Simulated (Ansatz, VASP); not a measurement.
# InP: VASP beside Ansatz

INCAR

```
SYSTEM = InP
  PREC = Accurate
  ENCUT = 520
  EDIFF = 1E-7
  ISMEAR = -1
  SIGMA = 0.05
  LREAL = .FALSE.
  LASPH = .TRUE.
  NELM = 80
  ALGO = Normal
  ISIF = 2
  LWAVE = .FALSE.
  LCHARG = .TRUE.
  GGA = RE
  LELF = .TRUE.
  LVHAR = .TRUE.
  NBANDS = 16
```

KPOINTS

```
Automatic mesh
0
G
  8 8 8
  0 0 0
```

Contents of POSCAR:

```
InP
1.0
    0.0000000000      2.8706770916      2.8706770916
    2.8706770916      0.0000000000      2.8706770916
    2.8706770916      2.8706770916      0.0000000000
In P
1 1
Direct
    0.0000000000      0.0000000000      0.0000000000
    0.7500000000      0.7500000000      0.7500000000
```

The input input.yaml:

```yaml
crystal:
  lattice:
    - [0.0, 2.8706770916, 2.8706770916]
    - [2.8706770916, 0.0, 2.8706770916]
    - [2.8706770916, 2.8706770916, 0.0]
  atoms:
    - { symbol: In, position: [0.0, 0.0, 0.0] }
    - { symbol: P, position: [0.75, 0.75, 0.75] }
hamiltonian:
  xc: revpbe
  pseudopotentials: { kind: paw }
kpoints:
  mp_grid: { grid: [8, 8, 8] }
scf:
  occupations: { method: fermi_dirac, width: 0.05 }
output:
  forces: true
  stress: true
  eigenvalues: true
```

Alike in both runs: task single point; functional revPBE; k mesh 8 × 8 × 8; occupations fermi-dirac, width 0.05 eV; no spin polarisation.

```csv
,VASP,Ansatz
version,VASP 6.6.1,Ansatz 0.2.0
potentials or method,"VASP PAW PBE potentials, release 64 (In_d, P)",Ansatz PAW
plane-wave cutoff (eV),520,420
valence electrons in the cell,18,18
```

VASP gave:

* gap on the k mesh at the Fermi level (eV): 1.14
* least direct gap on the mesh (eV): 1.14
* pressure (GPa): 10.0

Question: What did Ansatz give for the same quantities?

Answer: gap on the k mesh at the Fermi level (eV): 1.15; least direct gap on the mesh (eV): 1.15; pressure (GPa): 10.1.

VASP's potentials were made for PBE, not for revPBE.
